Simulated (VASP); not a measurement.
# PbSe (Clausthalite) (Fm-3m) in VASP: a series of runs

Aim: see how the results for PbSe (Clausthalite) move with the level of theory and the settings. Levels: PBE, revPBE+D4, LDA, PBEsol. Tasks: single point.

Program: VASP 6.6.1. These are calculated values, not measurements. Logs are shortened: lines on timing, memory, paths and dates and some standing lists are left out, and cuts for length are marked.

### Step 1. The cell of the first run

It takes space group Fm-3m (No. 225, cubic). The conventional cell has a = 6.121 Å, b = 6.121 Å, c = 6.121 Å, α = 90.00°, β = 90.00°, γ = 90.00°. Pb (site symmetry m-3m) has 6 Se at 3.06 Å within 4.0 Å. Within 4.0 Å of Se (site symmetry m-3m) lie 6 Pb at 3.06 Å.

### Step 2. Single point, PBE, non-collinear spin, zero start, spin-orbit coupling

INCAR reads:

```
SYSTEM = PbSe
ALGO = Normal
EDIFF = 1E-6
ENCUT = 520
GGA = PE
GGA_COMPAT = .FALSE.
ISIF = 2
ISMEAR = -1
LASPH = .TRUE.
LCHARG = .FALSE.
LNONCOLLINEAR = .TRUE.
LORBIT = 11
LORBMOM = .TRUE.
LREAL = .FALSE.
LSORBIT = .TRUE.
LWAVE = .FALSE.
MAGMOM = 0 0 0 0 0 0
NBANDS = 32
NELM = 150
PREC = Accurate
SIGMA = 0.05
```

KPOINTS reads:

```
k-points
0
G
  8 8 8
  0 0 0
```

POSCAR reads:

```
PbSe
1.0
    0.0000000000      3.0606500000      3.0606500000
    3.0606500000      0.0000000000      3.0606500000
    3.0606500000      3.0606500000      0.0000000000
Pb Se
1 1
Direct
    0.0000000000      0.0000000000      0.0000000000
    0.5000000000      0.5000000000      0.5000000000
```

Potentials or basis: VASP PAW PBE potentials, release 64 (Pb_d, Se).

The run is started by

```bash
$ cat potpaw_PBE.64/Pb_d/POTCAR potpaw_PBE.64/Se/POTCAR > POTCAR
$ mpirun -np 1 vasp_ncl > vasp.out
```

OUTCAR:

```text
SYSTEM = PbSe
   EDIFF = 1E-6
   ENCUT = 520
   GGA = PE
   ISIF = 2
   ISMEAR = -1
   LASPH = .TRUE.
   LNONCOLLINEAR = .TRUE.
   LORBIT = 11
   LREAL = .FALSE.
   LSORBIT = .TRUE.
   NELM = 150
   PREC = Accurate

 ion  position               nearest neighbor table
   1  0.000  0.000  0.000-   2 3.06   2 3.06   2 3.06   2 3.06   2 3.06   2 3.06
   2  0.500  0.500  0.500-   1 3.06   1 3.06   1 3.06   1 3.06   1 3.06   1 3.06

  LATTYP: Found a face centered cubic cell.
 ALAT       =     6.1213000000

  Lattice vectors:

 A1 = (   0.0000000000,   3.0606500000,   3.0606500000)
 A2 = (   3.0606500000,   0.0000000000,   3.0606500000)
 A3 = (   3.0606500000,   3.0606500000,   0.0000000000)

Analysis of symmetry for initial positions (statically):
=====================================================================
 Subroutine PRICEL returns:
 Original cell was already a primitive cell.

 Routine SETGRP: Setting up the symmetry group for a
 face centered cubic supercell.

 Subroutine GETGRP returns: Found 48 space group operations
 (whereof 48 operations were pure point group operations)
 out of a pool of 48 trial point group operations.

The static configuration has the point symmetry O_h .

Analysis of symmetry for dynamics (positions and initial velocities):
=====================================================================
 Subroutine PRICEL returns:
 Original cell was already a primitive cell.

 Routine SETGRP: Setting up the symmetry group for a
 face centered cubic supercell.

 Subroutine GETGRP returns: Found 48 space group operations
 (whereof 48 operations were pure point group operations)
 out of a pool of 48 trial point group operations.

The dynamic configuration has the point symmetry O_h .

Analysis of structural, dynamic, and magnetic symmetry:
=====================================================================
 Subroutine PRICEL returns:
 Original cell was already a primitive cell.

 Routine SETGRP: Setting up the symmetry group for a
 face centered cubic supercell.

 Subroutine GETGRP returns: Found 48 space group operations
 (whereof 48 operations were pure point group operations)
 out of a pool of 48 trial point group operations.

The overall configuration has the point symmetry O_h .

 Subroutine INISYM returns: Found 48 space group operations
 (whereof 48 operations are pure point group operations),
 and found     1 'primitive' translations

----------------------------------------------------------------------------------------

                                     Primitive cell

  volume of cell :      57.3418

  direct lattice vectors                    reciprocal lattice vectors
     0.000000000  3.060650000  3.060650000    -0.163363991  0.163363991  0.163363991
     3.060650000  0.000000000  3.060650000     0.163363991 -0.163363991  0.163363991
     3.060650000  3.060650000  0.000000000     0.163363991  0.163363991 -0.163363991

  length of vectors
     4.328412740  4.328412740  4.328412740     0.282954733  0.282954733  0.282954733

  position of ions in fractional coordinates (direct lattice)
     0.000000000  0.000000000  0.000000000
     0.500000000  0.500000000  0.500000000

  ion indices of the primitive-cell ions
   primitive index   ion index
                 1           1
                 2           2

----------------------------------------------------------------------------------------

 KPOINTS: k-points

Automatic generation of k-mesh.
 Grid dimensions read from file:
 generate k-points for:    8    8    8

 Generating k-lattice:

  Cartesian coordinates                     Fractional coordinates (reciprocal lattice)
    -0.020420499  0.020420499  0.020420499     0.125000000  0.000000000  0.000000000
     0.020420499 -0.020420499  0.020420499     0.000000000  0.125000000  0.000000000
     0.020420499  0.020420499 -0.020420499     0.000000000  0.000000000  0.125000000

[... 93 lines left out ...]

 number of electron      20.0000000 magnetization       0.0000000      0.0000000      0.0000000

 Free energy of the ion-electron system (eV)
  ---------------------------------------------------
  ext. energy  EPLUGINS =         0.00000000
  ---------------------------------------------------
  free energy    TOTEN  =        -8.60291841 eV

  energy without entropy =       -8.60198688  energy(sigma->0) =       -8.60245264

 E-fermi :   5.0115     XC(G=0):  -9.5278

 val. band max:        4.9627732162   @ k =   0.5000   0.0000   0.0000
 cond. band min:       5.0597985750   @ k =   0.5000   0.0000   0.0000
 fundamental gap:      0.0970253588
 Fermi energy:         5.0114964015

 k-point     1 :       0.0000    0.0000    0.0000
  band No.  band energies     occupation
      1     -13.2258      1.00000
      2     -13.2258      1.00000
      3     -13.2258      1.00000
      4     -13.2258      1.00000
      5     -10.6735      1.00000
      6     -10.6735      1.00000
[... 829 lines left out ...]
     31      15.8946      0.00000
     32      15.8960      0.00000

 [... further k-points ...]

------------------------ aborting loop because EDIFF is reached ----------------------------------------

  FORCE on cell =-STRESS in cart. coord.  units (eV):
  Direction    XX          YY          ZZ          XY          YZ          ZX
  --------------------------------------------------------------------------------------
  -------------------------------------------------------------------------------------
  Total        0.7570266      0.7570266      0.7570266      0.0000000      0.0000000     -0.0000000
  in kB       21.1519647     21.1519647     21.1519647      0.0000000      0.0000000     -0.0000000
  external PRESSURE =      21.1519647 kB  Pullay stress =       0.0000000 kB

 VOLUME and BASIS-vectors are now :
 -----------------------------------------------------------------------------
  energy-cutoff  :      520.00
  volume of cell :       57.34
      direct lattice vectors                 reciprocal lattice vectors
     0.000000000  3.060650000  3.060650000    -0.163363991  0.163363991  0.163363991
     3.060650000  0.000000000  3.060650000     0.163363991 -0.163363991  0.163363991
     3.060650000  3.060650000  0.000000000     0.163363991  0.163363991 -0.163363991

 POSITION                                       TOTAL-FORCE (eV/Angst)
 -----------------------------------------------------------------------------------
      0.00000      0.00000      0.00000        -0.000000     -0.000000     -0.000000
      3.06065      3.06065      3.06065         0.000000      0.000000      0.000000
 -----------------------------------------------------------------------------------
    total drift:                                0.000000     -0.000000     -0.000000

  FREE ENERGIE OF THE ION-ELECTRON SYSTEM (eV)
  ---------------------------------------------------
  free  energy   TOTEN  =        -8.6029184110 eV

  energy  without entropy=       -8.6019868763  energy(sigma->0) =       -8.60245264

 orbital moment (x)

 # of ion     p       d       tot
 ----------------------------------------
  1         0.000  -0.000  -0.000
  2         0.000   0.000   0.000
 ----------------------------------------
            0.000  -0.000  -0.000

 orbital moment (y)

 # of ion     p       d       tot
 ----------------------------------------
  1        -0.000  -0.000  -0.000
  2         0.000  -0.000  -0.000
 ----------------------------------------
           -0.000  -0.000  -0.000

 orbital moment (z)

 # of ion     p       d       tot
 ----------------------------------------
  1         0.000   0.000   0.000
  2         0.000   0.000   0.000
 ----------------------------------------
            0.000   0.000   0.000

 Spin-Orbit-Coupling matrix elements

 Ion:    1  E_soc:     -0.8450841
 l=   1
     0.0000000    -0.0738596    -0.0738596
    -0.0738596     0.0000000    -0.0738596
    -0.0738596    -0.0738596     0.0000000
 l=   2
     0.0000000    -0.0134520     0.0000000    -0.0134520    -0.0535357
    -0.0134520     0.0000000    -0.0401518    -0.0134520    -0.0133839
     0.0000000    -0.0401518     0.0000000    -0.0401518     0.0000000
    -0.0134520    -0.0134520    -0.0401518     0.0000000    -0.0133839
    -0.0535357    -0.0133839     0.0000000    -0.0133839     0.0000000
 l=   3
     0.0000000     0.0000000     0.0000000     0.0000000     0.0000000     0.0000000     0.0000000
     0.0000000     0.0000000     0.0000000     0.0000000     0.0000000     0.0000000     0.0000000
     0.0000000     0.0000000     0.0000000     0.0000000     0.0000000     0.0000000     0.0000000
     0.0000000     0.0000000     0.0000000     0.0000000     0.0000000     0.0000000     0.0000000
     0.0000000     0.0000000     0.0000000     0.0000000     0.0000000     0.0000000     0.0000000
     0.0000000     0.0000000     0.0000000     0.0000000     0.0000000     0.0000000     0.0000000
     0.0000000     0.0000000     0.0000000     0.0000000     0.0000000     0.0000000     0.0000000

 Ion:    2  E_soc:     -0.0488671
 l=   1
     0.0000000    -0.0081612    -0.0081612
    -0.0081612     0.0000000    -0.0081612
    -0.0081612    -0.0081612     0.0000000
 l=   2
     0.0000000    -0.0000021     0.0000000    -0.0000021     0.0000188
    -0.0000021     0.0000000     0.0000141    -0.0000021     0.0000047
     0.0000000     0.0000141     0.0000000     0.0000141     0.0000000
    -0.0000021    -0.0000021     0.0000141     0.0000000     0.0000047
     0.0000188     0.0000047     0.0000000     0.0000047     0.0000000
 l=   3
     0.0000000     0.0000000     0.0000000     0.0000000     0.0000000     0.0000000     0.0000000
     0.0000000     0.0000000     0.0000000     0.0000000     0.0000000     0.0000000     0.0000000
     0.0000000     0.0000000     0.0000000     0.0000000     0.0000000     0.0000000     0.0000000
     0.0000000     0.0000000     0.0000000     0.0000000     0.0000000     0.0000000     0.0000000
     0.0000000     0.0000000     0.0000000     0.0000000     0.0000000     0.0000000     0.0000000
     0.0000000     0.0000000     0.0000000     0.0000000     0.0000000     0.0000000     0.0000000
     0.0000000     0.0000000     0.0000000     0.0000000     0.0000000     0.0000000     0.0000000

 total charge

# of ion       s       p       d       tot
------------------------------------------
    1        1.465   0.562   9.842  11.869
    2        1.471   2.320   0.018   3.809
--------------------------------------------------
tot          2.936   2.882   9.860  15.678

 magnetization (x)

# of ion       s       p       d       tot
------------------------------------------
    1        0.000   0.000   0.000   0.000
    2        0.000  -0.000   0.000   0.000
--------------------------------------------------
tot          0.000   0.000   0.000   0.000

 magnetization (y)

# of ion       s       p       d       tot
------------------------------------------
    1        0.000   0.000   0.000   0.000
    2        0.000   0.000  -0.000   0.000
--------------------------------------------------
tot          0.000   0.000  -0.000   0.000

 magnetization (z)

# of ion       s       p       d       tot
------------------------------------------
    1        0.000   0.000   0.000   0.000
    2        0.000  -0.000   0.000  -0.000
--------------------------------------------------
tot          0.000   0.000   0.000   0.000
```

Run time: 81 s. Hardware: 1 thread of Intel Xeon 6975P-C (Granite Rapids), shared host; peak memory 0.34 GiB.

What came out:

```
Free energy                                           : -8.6029 eV
Pressure                                              : 2.1 GPa
Net moment                                            : 0.00 μB per cell
Valence electrons inside the program's atomic spheres : Pb 11.87; Se 3.81
```

Moments on the atoms (μB; x, y, z):
```
Pb  0.00 0.00 0.00
Se  0.00 0.00 0.00
```

### Step 3. Single point, revPBE+D4, non-collinear spin, zero start, spin-orbit coupling

INCAR reads:

```
SYSTEM = PbSe
PREC = Accurate
ENCUT = 520
EDIFF = 1E-7
ISMEAR = -1
SIGMA = 0.15
LREAL = .FALSE.
LASPH = .TRUE.
NELM = 150
ALGO = Normal
ISIF = 2
LWAVE = .FALSE.
LCHARG = .TRUE.
MAGMOM = 0 0 0 0 0 0
LORBIT = 11
LSORBIT = .TRUE.
GGA_COMPAT = .FALSE.
LORBMOM = .TRUE.
GGA = RE
IVDW = 13
LVHAR = .TRUE.
NBANDS = 32
```

KPOINTS reads:

```
Automatic mesh
0
G
  8 8 8
  0 0 0
```

POSCAR is that of step 2.

Potentials or basis: VASP PAW PBE potentials, release 64 (Pb_d, Se).

The run is started by

```bash
$ cat potpaw_PBE.64/Pb_d/POTCAR potpaw_PBE.64/Se/POTCAR > POTCAR
$ mpirun -np 1 vasp_ncl > vasp.out
```

OUTCAR:

```text
SYSTEM = PbSe
   PREC = Accurate
   ENCUT = 520
   EDIFF = 1E-7
   ISMEAR = -1
   LREAL = .FALSE.
   LASPH = .TRUE.
   NELM = 150
   ISIF = 2
   LORBIT = 11
   LSORBIT = .TRUE.
   GGA = RE
   IVDW = 13

 ion  position               nearest neighbor table
   1  0.000  0.000  0.000-   2 3.06   2 3.06   2 3.06   2 3.06   2 3.06   2 3.06
   2  0.500  0.500  0.500-   1 3.06   1 3.06   1 3.06   1 3.06   1 3.06   1 3.06

  LATTYP: Found a face centered cubic cell.
 ALAT       =     6.1213000000

  Lattice vectors:

 A1 = (   0.0000000000,   3.0606500000,   3.0606500000)
 A2 = (   3.0606500000,   0.0000000000,   3.0606500000)
 A3 = (   3.0606500000,   3.0606500000,   0.0000000000)

Analysis of symmetry for initial positions (statically):
=====================================================================
 Subroutine PRICEL returns:
 Original cell was already a primitive cell.

 Routine SETGRP: Setting up the symmetry group for a
 face centered cubic supercell.

 Subroutine GETGRP returns: Found 48 space group operations
 (whereof 48 operations were pure point group operations)
 out of a pool of 48 trial point group operations.

[... 1106 lines left out ...]
     0.0000000     0.0000000     0.0000000     0.0000000     0.0000000     0.0000000     0.0000000
     0.0000000     0.0000000     0.0000000     0.0000000     0.0000000     0.0000000     0.0000000
     0.0000000     0.0000000     0.0000000     0.0000000     0.0000000     0.0000000     0.0000000
     0.0000000     0.0000000     0.0000000     0.0000000     0.0000000     0.0000000     0.0000000
     0.0000000     0.0000000     0.0000000     0.0000000     0.0000000     0.0000000     0.0000000

 Ion:    2  E_soc:     -0.0483712
 l=   1
     0.0000000    -0.0080784    -0.0080784
    -0.0080784     0.0000000    -0.0080784
    -0.0080784    -0.0080784     0.0000000
 l=   2
     0.0000000    -0.0000021     0.0000000    -0.0000021     0.0000187
    -0.0000021     0.0000000     0.0000140    -0.0000021     0.0000047
     0.0000000     0.0000140     0.0000000     0.0000140     0.0000000
    -0.0000021    -0.0000021     0.0000140     0.0000000     0.0000047
     0.0000187     0.0000047     0.0000000     0.0000047     0.0000000
 l=   3
     0.0000000     0.0000000     0.0000000     0.0000000     0.0000000     0.0000000     0.0000000
     0.0000000     0.0000000     0.0000000     0.0000000     0.0000000     0.0000000     0.0000000
     0.0000000     0.0000000     0.0000000     0.0000000     0.0000000     0.0000000     0.0000000
     0.0000000     0.0000000     0.0000000     0.0000000     0.0000000     0.0000000     0.0000000
     0.0000000     0.0000000     0.0000000     0.0000000     0.0000000     0.0000000     0.0000000
     0.0000000     0.0000000     0.0000000     0.0000000     0.0000000     0.0000000     0.0000000
     0.0000000     0.0000000     0.0000000     0.0000000     0.0000000     0.0000000     0.0000000

 total charge

# of ion       s       p       d       tot
------------------------------------------
    1        1.472   0.557   9.844  11.874
    2        1.469   2.331   0.018   3.818
--------------------------------------------------
tot          2.941   2.888   9.862  15.691

 magnetization (x)

# of ion       s       p       d       tot
------------------------------------------
    1        0.000  -0.000  -0.000  -0.000
    2        0.000   0.000  -0.000   0.000
--------------------------------------------------
tot          0.000  -0.000  -0.000   0.000

 magnetization (y)

# of ion       s       p       d       tot
------------------------------------------
    1        0.000   0.000   0.000   0.000
    2        0.000   0.000   0.000   0.000
--------------------------------------------------
tot          0.000   0.000   0.000   0.000

 magnetization (z)

# of ion       s       p       d       tot
------------------------------------------
    1        0.000   0.000   0.000   0.000
    2        0.000  -0.000   0.000  -0.000
--------------------------------------------------
tot          0.000  -0.000   0.000   0.000
```

It took 83 s on 1 thread of Intel Xeon 6975P-C (Granite Rapids), shared host; peak memory 0.34 GiB.

What came out:

* Free energy: -9.2189 eV
* Pressure: 0.0 GPa
* Net moment: 0.00 μB per cell
* Valence electrons inside the program's atomic spheres: Pb 11.87; Se 3.82
* Dispersion energy per atom: -0.618 eV

Moments on the atoms (μB; x, y, z):
```
Pb  0.00 0.00 0.00
Se  0.00 0.00 0.00
```

Caveat: the PAW data sets were made with another functional, which shifts forces and pressure a little.

(Continued in part 2 of 2.)
